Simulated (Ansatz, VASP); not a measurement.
## One calculation of Au, two programs

```
Au
1.0
     0.00000    2.09231    2.09231
     2.09231    0.00000    2.09231
     2.09231    2.09231    0.00000
Au
1
Cartesian
  0.0000 0.0000 0.0000
```

Change from the starting cell: volume scaled by 1.02.

Alike in both runs: task single point; functional PBE; k mesh 14 × 14 × 14; occupations fermi-dirac, width 0.03 eV; no spin polarisation.

|  | VASP | Ansatz |
| --- | --- | --- |
| version | VASP 6.6.1 | Ansatz 0.2.0 |
| potentials or method | VASP PAW PBE potentials, release 64 (Au), cutoff 520 eV | all-electron LAPW, scalar-relativistic |

```tsv
	VASP	Ansatz	Ansatz less VASP
pressure (GPa)	-2.8	-2.7	+0.19
```

Ansatz ran all-electron here, and VASP with PAW potentials.

Neither program's run includes spin-orbit coupling.
